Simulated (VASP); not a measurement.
Input of a VASP 6.6.1 run:

The input INCAR:

```
  PREC = Accurate
  ENCUT = 600
  EDIFF = 1E-6
  ISMEAR = 0
  SIGMA = 0.1
  LREAL = False
  LASPH = True
  NELM = 150
  ALGO = Normal
  ISIF = 3
  LWAVE = False
  LCHARG = False
  ISPIN = 2
  MAGMOM = 2.54 2.54 2.54 0.38 0.38 0.38
  LORBIT = 11
  LMAXMIX = 4
  GGA = PE
  IBRION = 2
  NSW = 90
  EDIFFG = -0.04
```

KPOINTS

```
Automatic mesh
0
Gamma
  6 6 2
```

POSCAR

```
CoO
1.0
    3.2682827483      0.0000000000      0.0000000000
   -1.6341413742      2.8304158868      0.0000000000
    0.0000000000      0.0000000000      7.4874783440
Co O
3 3
Direct
    0.7198000000      0.0000000000      0.6666666667
    0.0000000000      0.7198000000      0.3333333333
    0.2802000000      0.2802000000      0.0000000000
    0.4889000000      0.0000000000      0.1666666667
    0.0000000000      0.4889000000      0.8333333333
    0.5111000000      0.5111000000      0.5000000000
```

Potentials or basis: VASP PAW PBE potentials, release 64 (Co, O).

Run with:

```bash
$ cat potpaw_PBE.64/Co/POTCAR potpaw_PBE.64/O/POTCAR > POTCAR
$ mpirun -np 1 vasp_std > vasp.out
```

(1) Predict the relaxed volume.

(2) Predict the relaxed cell.

(3) Estimate the net moment.

## Answers

(1) 9.47 Å³/atom.

(2) a = 2.933 Å, b = 2.933 Å, c = 7.627 Å, α = 90.00°, β = 90.00°, γ = 120.00°.

(3) 8.40 μB per cell.

Caveat: the k points lie up to 0.41 Å⁻¹ apart in the final cell; the volume moved by over 15 % at a fixed basis, so the end points are rough.
